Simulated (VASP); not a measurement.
# GaN (F-43m) in VASP: further runs

Runs on GaN. Level: LDA. Tasks: elastic constants.

All numbers are computed with VASP 6.6.1; they aren't measurements. Logs are shortened: lines on timing, memory, paths and dates and some standing lists are left out, and cuts for length are marked.

### 1 The cell of the first run

It takes space group F-43m (No. 216, cubic). The conventional cell has a = 4.361 Å, b = 4.361 Å, c = 4.361 Å, α = 90.00°, β = 90.00°, γ = 90.00°. Within 2.5 Å of Ga (site symmetry -43m) lie 4 N at 1.89 Å. N (site symmetry -43m) has 4 Ga at 1.89 Å within 2.5 Å.

### 2 Elastic constants, LDA

INCAR reads:

```
  ALGO = Normal
  EDIFF = 1E-8
  ENCUT = 600
  IBRION = 6
  ISIF = 3
  ISMEAR = 0
  LASPH = T
  LCHARG = F
  LREAL = F
  LWAVE = F
  NELM = 100
  NFREE = 2
  NSW = 1
  POTIM = 0.015
  PREC = Accurate
  SIGMA = 0.01
```

KPOINTS reads:

```
k-points
0
Gamma
  10 10 10
```

POSCAR reads:

```
GaN
1.0
    0.0000000000      2.1803732750      2.1803732750
    2.1803732750      0.0000000000      2.1803732750
    2.1803732750      2.1803732750      0.0000000000
Ga N
1 1
Direct
    0.0000000000      0.0000000000      0.0000000000
    0.2500000000      0.2500000000      0.2500000000
```

Potentials or basis: VASP PAW LDA potentials, release 64 (Ga_d, N).

Run with:

```sh
$ cat potpaw_LDA.64/Ga_d/POTCAR potpaw_LDA.64/N/POTCAR > POTCAR
$ mpirun -np 1 vasp_std > vasp.out
```

OUTCAR:

```text
EDIFF = 1E-8
   ENCUT = 600
   IBRION = 6
   ISIF = 3
   ISMEAR = 0
   LASPH = T
   LREAL = F
   NELM = 100
   NFREE = 2
   NSW = 1
   POTIM = 0.015
   PREC = Accurate

 ion  position               nearest neighbor table
   1  0.000  0.000  0.000-   2 1.89   2 1.89   2 1.89   2 1.89
   2  0.250  0.250  0.250-   1 1.89   1 1.89   1 1.89   1 1.89

  LATTYP: Found a face centered cubic cell.
 ALAT       =     4.3607465500

  Lattice vectors:

 A1 = (   0.0000000000,   2.1803732750,   2.1803732750)
 A2 = (   2.1803732750,   0.0000000000,   2.1803732750)
 A3 = (   2.1803732750,   2.1803732750,   0.0000000000)

Analysis of symmetry for initial positions (statically):
=====================================================================
 Subroutine PRICEL returns:
 Original cell was already a primitive cell.

 Routine SETGRP: Setting up the symmetry group for a
 face centered cubic supercell.

 Subroutine GETGRP returns: Found 24 space group operations
 (whereof 24 operations were pure point group operations)
 out of a pool of 48 trial point group operations.

The static configuration has the point symmetry T_d .

Analysis of symmetry for dynamics (positions and initial velocities):
=====================================================================
 Subroutine PRICEL returns:
 Original cell was already a primitive cell.

 Routine SETGRP: Setting up the symmetry group for a
 face centered cubic supercell.

 Subroutine GETGRP returns: Found 24 space group operations
 (whereof 24 operations were pure point group operations)
 out of a pool of 48 trial point group operations.

The dynamic configuration has the point symmetry T_d .

 Subroutine INISYM returns: Found 24 space group operations
 (whereof 24 operations are pure point group operations),
 and found     1 'primitive' translations

----------------------------------------------------------------------------------------

                                     Primitive cell

  volume of cell :      20.7311

  direct lattice vectors                    reciprocal lattice vectors
     0.000000000  2.180373275  2.180373275    -0.229318533  0.229318533  0.229318533
     2.180373275  0.000000000  2.180373275     0.229318533 -0.229318533  0.229318533
     2.180373275  2.180373275  0.000000000     0.229318533  0.229318533 -0.229318533

  length of vectors
     3.083513457  3.083513457  3.083513457     0.397191350  0.397191350  0.397191350

  position of ions in fractional coordinates (direct lattice)
     0.000000000  0.000000000  0.000000000
     0.250000000  0.250000000  0.250000000

  ion indices of the primitive-cell ions
   primitive index   ion index
                 1           1
                 2           2

----------------------------------------------------------------------------------------

 KPOINTS: k-points

Automatic generation of k-mesh.
 Grid dimensions read from file:
 generate k-points for:   10   10   10

 Generating k-lattice:

  Cartesian coordinates                     Fractional coordinates (reciprocal lattice)
    -0.022931853  0.022931853  0.022931853     0.100000000  0.000000000  0.000000000
     0.022931853 -0.022931853  0.022931853     0.000000000  0.100000000  0.000000000
     0.022931853  0.022931853 -0.022931853     0.000000000  0.000000000  0.100000000

[... 112 lines left out ...]
  --------------------------------------------------------------------------------------
  -------------------------------------------------------------------------------------
  Total        2.1064121      2.1064121      2.1064121      0.0000000      0.0000000     -0.0000000
  in kB      162.7913712    162.7913712    162.7913712      0.0000000      0.0000000     -0.0000000
  external PRESSURE =     162.7913712 kB  Pullay stress =       0.0000000 kB
[... 89 lines left out ...]
  FREE ENERGIE OF THE ION-ELECTRON SYSTEM (eV)
  ---------------------------------------------------
  free  energy   TOTEN  =       -13.8349119724 eV

  energy  without entropy=      -13.8349119724  energy(sigma->0) =      -13.83491197

[... ionic steps 4 to 14 ...]

--------------------------------------- Ionic step       15  -------------------------------------------

 number of electron      18.0000000 magnetization

------------------------ aborting loop because EDIFF is reached ----------------------------------------
[... 67 lines left out ...]
--------------------------------------- Ionic step       17  -------------------------------------------

 number of electron      17.9999999 magnetization

 Free energy of the ion-electron system (eV)
  ---------------------------------------------------
  ext. energy  EPLUGINS =         0.00000000
  ---------------------------------------------------
  free energy    TOTEN  =       -13.86981360 eV

  energy without entropy =      -13.86981360  energy(sigma->0) =      -13.86981360

 E-fermi :   6.2929     XC(G=0): -12.6560

 val. band max:        6.2123697347   @ k =   0.0000   0.0000   0.0000
 cond. band min:       8.5749056618   @ k =   0.0000   0.0000   0.0000
 fundamental gap:      2.3625359270
 Fermi energy:         6.2928871887

 k-point     1 :       0.0000    0.0000    0.0000
  band No.  band energies     occupation
      1     -10.5276      2.00000
      2      -7.5146      2.00000
      3      -7.5063      2.00000
      4      -7.4991      2.00000
      5      -7.0755      2.00000
      6      -7.0754      2.00000
      7       6.1566      2.00000
      8       6.1860      2.00000
      9       6.2124      2.00000
     10       8.5749      0.00000
     11      16.8938      0.00000
     12      16.9159      0.00000
     13      16.9405      0.00000
[... 354 lines left out ...]
  band No.  band energies     occupation
      1      -9.2453      2.00000
      2      -7.3641      2.00000
      3      -7.2075      2.00000
      4      -7.2052      2.00000
      5      -6.9954      2.00000
      6      -6.1743      2.00000
      7       0.8942      2.00000
      8       3.3785      2.00000
      9       3.7137      2.00000
     10      10.6904      0.00000
     11      13.8804      0.00000
     12      17.3807      0.00000
     13      19.7601      0.00000

 [... further k-points ...]

------------------------ aborting loop because EDIFF is reached ----------------------------------------

  FORCE on cell =-STRESS in cart. coord.  units (eV):
  Direction    XX          YY          ZZ          XY          YZ          ZX
  --------------------------------------------------------------------------------------
  -------------------------------------------------------------------------------------
  Total        2.1057973      2.1122469      2.1122469      0.0000000      0.2033317      0.0000000
  in kB      162.7438578    163.2423015    163.2423015      0.0000000     15.7142289      0.0000000
  external PRESSURE =     163.0761536 kB  Pullay stress =       0.0000000 kB
[... 17 lines left out ...]
  FREE ENERGIE OF THE ION-ELECTRON SYSTEM (eV)
  ---------------------------------------------------
  free  energy   TOTEN  =       -13.8698136010 eV

  energy  without entropy=      -13.8698136010  energy(sigma->0) =      -13.86981360

 INTERNAL STRAIN TENSORS FROM STRAINED CELLS
 ============================================

 INTERNAL STRAIN TENSOR FOR ION    1 for displacements in x,y,z  (eV/Angst):
          X           Y           Z          XY          YZ          ZX
  --------------------------------------------------------------------------------
  x     0.00000     0.00000     0.00000     0.00000    13.56050     0.00000
  y     0.00000     0.00000     0.00000     0.00000     0.00000    13.56155
  z    -0.00000     0.00000    -0.00000    13.55808     0.00000     0.00000

 INTERNAL STRAIN TENSORS FROM DISPLACED ATOMS
 ============================================

 INTERNAL STRAIN TENSOR FOR ION    1 for displacements in x,y,z  (eV/Angst):
          X           Y           Z          XY          YZ          ZX
  --------------------------------------------------------------------------------
  x     0.00000     0.00000     0.00000     0.00000    13.54973     0.00000
  y    -0.00000    -0.00000    -0.00000     0.00000     0.00000    13.54973
  z     0.00000     0.00000     0.00000    13.54973     0.00000     0.00000

 INTERNAL STRAIN TENSOR FOR ION    2 for displacements in x,y,z  (eV/Angst):
          X           Y           Z          XY          YZ          ZX
  --------------------------------------------------------------------------------
  x     0.00000     0.00000     0.00000     0.00000   -13.55487     0.00000
  y     0.00000     0.00000     0.00000     0.00000     0.00000   -13.55487
  z     0.00000     0.00000     0.00000   -13.55487     0.00000     0.00000

 Eigenvectors and eigenvalues of the dynamical matrix
 ----------------------------------------------------

   1 f  =   18.364975 THz   115.390538 2PiTHz  612.589610 cm-1    75.951398 meV
             X         Y         Z           dx          dy          dz
      0.000000  0.000000  0.000000     0.000000   -0.408907    0.000000
      1.090187  1.090187  1.090187     0.000000    0.912576    0.000000
[... 21 lines left out ...]
   6 f/i=    0.000578 THz     0.003633 2PiTHz    0.019286 cm-1     0.002391 meV
             X         Y         Z           dx          dy          dz
      0.000000  0.000000  0.000000     0.912551   -0.006554    0.001781
      1.090187  1.090187  1.090187     0.408895   -0.002937    0.000798

--------------------------------------------------------------------------------------------------------

 ELASTIC MODULI CONTR FROM IONIC RELAXATION (kBar)
 Direction    XX          YY          ZZ          XY          YZ          ZX
 --------------------------------------------------------------------------------
 XX          -0.0000     -0.0000     -0.0000     -0.0000     -0.0000      0.0000
 YY          -0.0000     -0.0000     -0.0000     -0.0000     -0.0000      0.0000
 ZZ          -0.0000     -0.0000     -0.0000     -0.0000     -0.0000      0.0000
 XY          -0.0000     -0.0000     -0.0000   -882.2146      0.0000      0.0000
 YZ          -0.0000     -0.0000     -0.0000      0.0000   -882.2146      0.0000
 ZX           0.0000      0.0000      0.0000      0.0000      0.0000   -882.2146
 --------------------------------------------------------------------------------

 TOTAL ELASTIC MODULI (kBar)
 Direction    XX          YY          ZZ          XY          YZ          ZX
 --------------------------------------------------------------------------------
 XX        3311.8130   2125.4884   2125.4884     -0.0000     -0.0000      0.0000
 YY        2125.4884   3311.8130   2125.4884     -0.0000     -0.0000      0.0000
 ZZ        2125.4884   2125.4884   3311.8130     -0.0000      0.0000     -0.0000
 XY          -0.0000     -0.0000     -0.0000   1674.5756      0.0000     -0.0000
 YZ          -0.0000     -0.0000      0.0000      0.0000   1674.5756      0.0000
 ZX           0.0000      0.0000     -0.0000     -0.0000      0.0000   1674.5756
 --------------------------------------------------------------------------------
```

Wall time 12 min (1 thread of AMD EPYC 7R13, shared host); peak memory 0.3 GiB.

Results:

* Elastic constants C11, C12, C44: 331, 213, 167 GPa
* Voigt bulk modulus: 252 GPa
* Highest phonon frequency at Γ, LO-TO splitting left out: 613 cm⁻¹

Phonon frequencies in cm⁻¹ (negative: imaginary):
```csv
q point,frequencies
"(0.000, 0.000, 0.000)",0 0 0 613 613 613
```

Elastic tensor in Voigt notation (GPa, in the Cartesian axes of the cell as first typed):
```
331 213 213   0   0   0
213 331 213   0   0   0
213 213 331   0   0   0
  0   0   0 167   0   0
  0   0   0   0 167   0
  0   0   0   0   0 167
```

Clamped-ion elastic tensor (GPa):
```
331 213 213   0   0   0
213 331 213   0   0   0
213 213 331   0   0   0
  0   0   0 256   0   0
  0   0   0   0 256   0
  0   0   0   0   0 256
```

Caveat: the cell is under stress, which shifts elastic constants.

### 3 Elastic constants, LDA

This run uses another cell than the first one, of 10.57 Å³/atom.

INCAR reads:

```
ALGO = Normal
EDIFF = 1E-8
ENCUT = 600
GGA = CA
IBRION = 6
ISIF = 3
ISMEAR = 0
LASPH = T
LCHARG = T
LREAL = F
LWAVE = F
NELM = 80
NFREE = 2
NSW = 1
POTIM = 0.015
PREC = Accurate
SIGMA = 0.01
```

KPOINTS is that of step 2.

POSCAR reads:

```
GaN
1.0
    0.0000000000      2.1946662504      2.1946662504
    2.1946662504      0.0000000000      2.1946662504
    2.1946662504      2.1946662504      0.0000000000
Ga N
1 1
Direct
    0.0000000000      0.0000000000      0.0000000000
    0.2500000000      0.2500000000      0.2500000000
```

Potentials or basis: VASP PAW LDA potentials, release 64 (Ga_d, N).

Run with:

```sh
$ cat potpaw_LDA.64/Ga_d/POTCAR potpaw_LDA.64/N/POTCAR > POTCAR
$ mpirun -np 1 vasp_std > vasp.out
```

It took 11 min on 1 thread of AMD EPYC 7R13, shared host; peak memory 0.31 GiB.

Results (log left out):

* Elastic constants C11, C12, C44: 318, 196, 166 GPa
* Voigt bulk modulus: 236 GPa
* Highest phonon frequency at Γ, LO-TO splitting left out: 595 cm⁻¹

Phonon frequencies in cm⁻¹ (negative: imaginary):
```csv
q point,frequencies
"(0.000, 0.000, 0.000)",0 0 0 595 595 595
```

Elastic tensor in Voigt notation (GPa, in the Cartesian axes of the cell as first typed):
```
318 196 196   0   0   0
196 318 196   0   0   0
196 196 318   0   0   0
  0   0   0 166   0   0
  0   0   0   0 166   0
  0   0   0   0   0 166
```

Clamped-ion elastic tensor (GPa):
```
318 196 196   0   0   0
196 318 196   0   0   0
196 196 318   0   0   0
  0   0   0 241   0   0
  0   0   0   0 241   0
  0   0   0   0   0 241
```

Caveat: the cell is under stress, which shifts elastic constants.

(Part 1 of 2 ends here.)
